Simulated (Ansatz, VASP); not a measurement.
# TaN in VASP and in Ansatz

Contents of INCAR:

```
PREC = Accurate ; ENCUT = 520
EDIFF = 1E-7 ; ISMEAR = 0
SIGMA = 0.15 ; LREAL = F
LASPH = T ; NELM = 80
ALGO = Normal ; ISIF = 2
LWAVE = F ; LCHARG = T
GGA = PS ; LELF = T
LVHAR = T ; NBANDS = 24
```

File KPOINTS:

```
Automatic mesh
0
Gamma
  15 15 8
```

Contents of POSCAR:

```
TaN
1.0
    2.8891806446      0.0000000000      0.0000000000
   -1.4445903223      2.5021038344      0.0000000000
    0.0000000000      0.0000000000      5.8600190937
Ta N
2 2
Direct
   -0.0775250030     -0.0567522411      0.0000000000
    0.0775250030      0.0567522411      0.5000000000
    0.3333333333      0.6666666667      0.2500000000
    0.6666666667      0.3333333333      0.7500000000
```

Input for Ansatz:

```yaml
crystal:
  lattice:
    - [2.8891806446, 0.0, 0.0]
    - [-1.4445903223, 2.5021038344, 0.0]
    - [0.0, 0.0, 5.8600190937]
  atoms:
    - { symbol: Ta, position: [-0.077525003, -0.0567522411, 0.0] }
    - { symbol: Ta, position: [0.077525003, 0.0567522411, 0.5] }
    - { symbol: "N", position: [0.3333333333, 0.6666666667, 0.25] }
    - { symbol: "N", position: [0.6666666667, 0.3333333333, 0.75] }
basis:
  ecutwfc: 520.0
kpoints:
  mp_grid: { grid: [15, 15, 8] }
hamiltonian:
  xc: pbesol
  pseudopotentials: { kind: paw, azcp: { folder: soft_1 } }
scf:
  occupations: { method: gaussian, width: 0.15 }
output:
  forces: true
  stress: true
  eigenvalues: true
```

Change from the starting cell: mode 4 frozen in at -0.142 Å and mode 5 at -0.142 Å (largest displacements).

Alike in both runs: task single point; functional PBEsol; k mesh 15 × 15 × 8; occupations gaussian, width 0.15 eV; no spin polarisation.

|  | VASP | Ansatz |
| --- | --- | --- |
| version | VASP 6.6.1 | Ansatz 0.2.0 |
| potentials or method | VASP PAW PBE potentials, release 64 (Ta_pv, N), cutoff 520 eV | scalar-relativistic, plane waves, PAW |
| valence electrons in the cell | 32 | 36 |

```csv
,VASP,Ansatz,Ansatz less VASP
gap on the k mesh at the Fermi level (eV),none,none,-
pressure (GPa),7.5,6.4,-1.07
"traceless stress, the component that is largest in VASP (GPa)",3.69,3.53,-0.160
rms of the force components (eV/Å),1.118,1.109,-0.0090
```

VASP's potentials were made for PBE, not for PBEsol, and Ansatz warns of the same on its side. Atom by atom the forces differ by 0.009 eV/Å (rms over components). A gap of «none» marks a metal or a gap that the smearing closes. VASP's potentials hold 32 valence electrons a cell and Ansatz's 36, so a difference there can come from the potentials and not from the codes.

Spin-orbit coupling is off throughout.
